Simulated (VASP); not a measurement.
**TiO2: single point with PBE+U**

Crystal: TiO2.

```xyz
6
Lattice="-1.8492 1.8492 5.2090 1.8492 -1.8492 5.2090 1.8492 1.8492 -5.2090" Properties=species:S:1:pos:R:3 pbc="T T T"
Ti    0.0000    0.0000    0.0000
Ti    0.0000    1.8492    2.6045
O     0.0000    0.0000    2.1386
O     0.0000    1.8492    4.7431
O     0.0000    1.8492    0.4659
O     0.0000    0.0000    8.2795
```

This cell differs from its parent crystal: ratio of the length along z to the lengths across it x 1.1, volume and fractional coordinates fixed.

- Program: VASP 6.6.1
- Task: single point
- Functional: PBE
- Potentials or basis: VASP PAW PBE potentials, release 64 (Ti_sv, O)
- Cutoff: 520 eV
- k mesh: 10 × 10 × 10
- Occupations: gaussian, width 0.05 eV
- Spin: no spin polarisation
- Hubbard terms: Ti d U = 4.0 eV

The pressure is 6.2 GPa. The largest force is 0.798 eV/Å. The band gap on the k mesh is 2.74 eV, indirect (least direct gap 3.15 eV).

Forces on the atoms (eV/Å):
```
Ti   0.000  0.000  0.000
Ti   0.000  0.000  0.000
O    0.000  0.000 -0.798
O    0.000  0.000 -0.798
O    0.000  0.000  0.798
O    0.000  0.000  0.798
```

Stress tensor (GPa, compression positive):
```
13.12  0.00  0.00
 0.00 13.12  0.00
 0.00  0.00 -7.51
```

Levels at points of the mesh, in eV from the valence-band top:
```csv
k point,band 20,band 21,band 22,band 23,band 24,band 25,band 26,band 27,band 28,band 29
"(0.00, 0.00, 0.00)",-1.16,-1.16,-1.05,-0.46,-0.46,2.74,3.21,4.52,4.55,4.55
"(0.50, 0.00, 0.00)",-1.84,-1.79,-1.20,-0.89,-0.85,3.75,3.85,3.87,4.09,4.68
"(0.50, 0.50, 0.00)",-2.42,-2.09,-2.09,-0.07,-0.07,3.47,3.47,3.97,3.97,5.37
"(0.50, 0.50, 0.50)",-1.48,-1.47,-1.47,-0.25,-0.25,2.97,2.97,4.35,4.35,4.75
```

Eigenvalues of the final occupation matrices:
```
    site  spin  trace               eigenvalues
site 1 d     1   0.81  0.11 0.11 0.12 0.20 0.27
site 1 d     2   0.81  0.11 0.11 0.12 0.20 0.27
site 2 d     1   0.81  0.11 0.11 0.12 0.20 0.27
site 2 d     2   0.81  0.11 0.11 0.12 0.20 0.27
```

It took 12 min on 1 thread of AMD EPYC 7R13 Processor (Zen 3), with other jobs on the host, peak memory 0.4 GiB.

 A k mesh can miss the band edges.
